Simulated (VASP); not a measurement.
Runs of VASP 6.6.1 on Cs. The structure is that of space group P6_3/mmc (No. 194), or close to it. The cells are those of the table. 

```tsv
task	cell	k mesh for the DOS	occupations for the DOS	gap on the mesh (eV)	pressure (GPa)
single point	a = 4.762, b = 4.762, c = 7.715 Å, angles 90.0, 90.0, 120.0°, 2 atoms	-	-	none	1.6
single point	a = 4.504, b = 4.504, c = 7.297 Å, angles 90.0, 90.0, 120.0°, 2 atoms	-	-	none	2.8
single point	a = 4.051, b = 4.051, c = 6.562 Å, angles 90.0, 90.0, 120.0°, 2 atoms	-	-	none	5.7
single point	a = 5.208, b = 5.208, c = 8.436 Å, angles 90.0, 90.0, 120.0°, 2 atoms	-	-	none	(a)
```

Alike in all rows: level PBE; potentials or basis VASP PAW PBE potentials, release 64 (Cs_sv); no spin polarisation; k mesh 8 × 8 × 5; cutoff (eV) 520; smearing fermi-dirac 0.05 eV.

Question: Estimate the missing entries.

Answer: (a) 0.4.

Caveats: spin-orbit coupling is left out, which moves the levels of the heavy elements.

A k mesh can miss the band edges, and the runs leave out spin-orbit coupling on Cs.

A gap of «none» marks levels without a gap at the run's occupations.
